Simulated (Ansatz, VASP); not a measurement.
Two plane-wave programs on MnO

The input POSCAR:

```
MnO
1.0
    0.0000000000      2.2252395987      2.2252395987
    2.2252395987      0.0000000000      2.2252395987
    2.2252395987      2.2252395987      0.0000000000
Mn O
1 1
Direct
    0.0000000000      0.0000000000      0.0000000000
    0.5000000000      0.5000000000      0.5000000000
```

The input INCAR.step1:

```
PREC = Accurate ; ENCUT = 520
ISMEAR = 0 ; SIGMA = 0.05
LREAL = F ; LASPH = T
NELM = 150 ; ISPIN = 2
MAGMOM = 4.69 0 ; LMAXMIX = 4
NBANDS = 20 ; GGA = PE
ALGO = Normal ; EDIFF = 1E-4
LWAVE = T ; LCHARG = F
```

File INCAR.step2:

```
PREC = Accurate ; ENCUT = 520
EDIFF = 1E-7 ; ISMEAR = 0
SIGMA = 0.05 ; LREAL = F
LASPH = T ; NELM = 150
ALGO = Normal ; ISIF = 2
LWAVE = F ; LCHARG = T
ISPIN = 2 ; MAGMOM = 4.69 0
LORBIT = 11 ; LMAXMIX = 4
METAGGA = R2SCAN ; LMIXTAU = T
LELF = T ; LVHAR = T
NBANDS = 20 ; ISTART = 1
```

The input KPOINTS:

```
regular mesh
0
Gamma
  14 14 14
```

Input for Ansatz:

```yaml
crystal:
  lattice:
    - [0.0, 2.2252395987, 2.2252395987]
    - [2.2252395987, 0.0, 2.2252395987]
    - [2.2252395987, 2.2252395987, 0.0]
  atoms:
    - { symbol: Mn, position: [0.0, 0.0, 0.0], spin: 4.69 }
    - { symbol: O, position: [0.5, 0.5, 0.5] }
basis:
  ecutwfc: 500
  ecutrho_ratio: 4
kpoints:
  mp_grid: { grid: [14, 14, 14] }
hamiltonian:
  xc: r2scan
scf:
  occupations: { method: gaussian, width: 0.05 }
output:
  forces: true
  stress: true
  eigenvalues: true
  populations: true
magnetization:
  spin_polarized: true
```

Alike in both runs: task single point; functional r2SCAN; k mesh 14 × 14 × 14; occupations gaussian, width 0.05 eV; collinear spin.

|  | VASP | Ansatz |
| --- | --- | --- |
| version | VASP 6.6.1 | Ansatz 0.2.0 |
| potentials or method | VASP PAW PBE potentials, release 64 (Mn_pv, O), cutoff 520 eV | scalar-relativistic, plane waves, PAW |
| valence electrons in the cell | 19 | 21 |

```tsv
	VASP	Ansatz	Ansatz less VASP
gap on the k mesh at the Fermi level (eV)	none	none	-
pressure (GPa)	0.2	0.0	-0.19
net moment per atom (μB)	2.50	2.50	0.000
size of the moment on the site where the two differ most (μB)	4.54	4.27	-0.277
```

VASP's potentials were made for PBE, not for r2SCAN. Site moments also hang on the region over which each program counts them. A gap of «none» marks a metal or a gap that the smearing closes. The functional is the same, so the differences come from potentials, cutoffs and numerics. VASP's potentials hold 19 valence electrons a cell and Ansatz's 21, so a difference there can come from the potentials and not from the codes. Ansatz's warnings: stability check not made.
